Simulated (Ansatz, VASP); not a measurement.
GdO: VASP beside Ansatz

The input INCAR:

```
  PREC = Accurate
  ENCUT = 520
  EDIFF = 1E-6
  ISMEAR = 0
  SIGMA = 0.05
  LREAL = False
  LASPH = True
  NELM = 150
  ALGO = Normal
  ISIF = 2
  LWAVE = False
  LCHARG = False
  ISPIN = 2
  MAGMOM = 7.69 0.04
  LORBIT = 11
  LMAXMIX = 6
  LDAU = True
  LDAUTYPE = 2
  LDAUL = 3 -1
  LDAUU = 6 0
  LDAUJ = 0 0
  LDAUPRINT = 1
  GGA = B5
  ALDAX = 1.0
  AGGAX = 1.0
  AGGAC = 1.0
  ALDAC = 0.0
  IVDW = 12
  VDW_S6 = 1.0
  VDW_S8 = 2.6996
  VDW_A1 = 0.4298
  VDW_A2 = 4.2359
  NBANDS = 23
```

The input KPOINTS:

```
Automatic mesh
0
Gamma
  8 8 8
```

POSCAR

```
GdO
1.0
    0.0000000000      2.6446365285      2.6446365285
    2.6446365285      0.0000000000      2.6446365285
    2.6446365285      2.6446365285      0.0000000000
Gd O
1 1
Direct
    0.0000000000      0.0000000000      0.0000000000
    0.2500000000      0.2500000000      0.2500000000
```

Input for Ansatz:

```yaml
crystal:
  lattice:
    - [0.0, 2.6446365285, 2.6446365285]
    - [2.6446365285, 0.0, 2.6446365285]
    - [2.6446365285, 2.6446365285, 0.0]
  atoms:
    - { symbol: Gd, position: [0.0, 0.0, 0.0], spin: 7.7 }
    - { symbol: O, position: [0.25, 0.25, 0.25] }
basis:
  ecutwfc: 420
  ecutrho_ratio: 4
kpoints:
  mp_grid: { grid: [8, 8, 8] }
hamiltonian:
  xc: blyp
  dispersion: d3bj
  hubbard:
    sites:
      - { species: Gd, l: f, u_eff: 6.0, starting_ns: start.occupation_matrices }
    ns_hold: { iters: 6 }
scf:
  occupations: { method: gaussian, width: 0.05 }
  lower_state_search: "off"
output:
  forces: true
  stress: true
  eigenvalues: true
  populations: true
  hubbard: { sites: [{ species: Gd, l: f }] }
magnetization:
  spin_polarized: true
```

Alike in both runs: task single point; functional BLYP; dispersion D3(BJ); k mesh 8 × 8 × 8; occupations gaussian, width 0.05 eV; collinear spin; Hubbard terms Gd f U = 6.0 eV.

|  | VASP | Ansatz |
| --- | --- | --- |
| version | VASP 6.6.1 | Ansatz 0.2.0 |
| potentials or method | VASP PAW PBE potentials, release 64 (Gd, O), cutoff 520 eV | scalar-relativistic, plane waves, PAW |
| valence electrons in the cell | 24 | 24 |

|  | VASP | Ansatz | Ansatz less VASP |
| --- | --- | --- | --- |
| gap on the k mesh at the Fermi level (eV) | none | none | - |
| pressure (GPa) | 4.9 | 4.6 | -0.26 |
| net moment per atom (μB) | 3.95 | 3.95 | -0.003 |
| size of the moment on the site where the two differ most (μB) | 7.08 | 6.99 | -0.090 |

VASP's potentials were made for PBE, not for BLYP. Site moments also hang on the region over which each program counts them. The programs project onto different local orbitals, so the same U acts differently, and such runs can settle in different states. A gap of «none» marks a metal or a gap that the smearing closes. Ansatz's warnings: filled band counts differ across k points.

Neither program's run includes spin-orbit coupling.
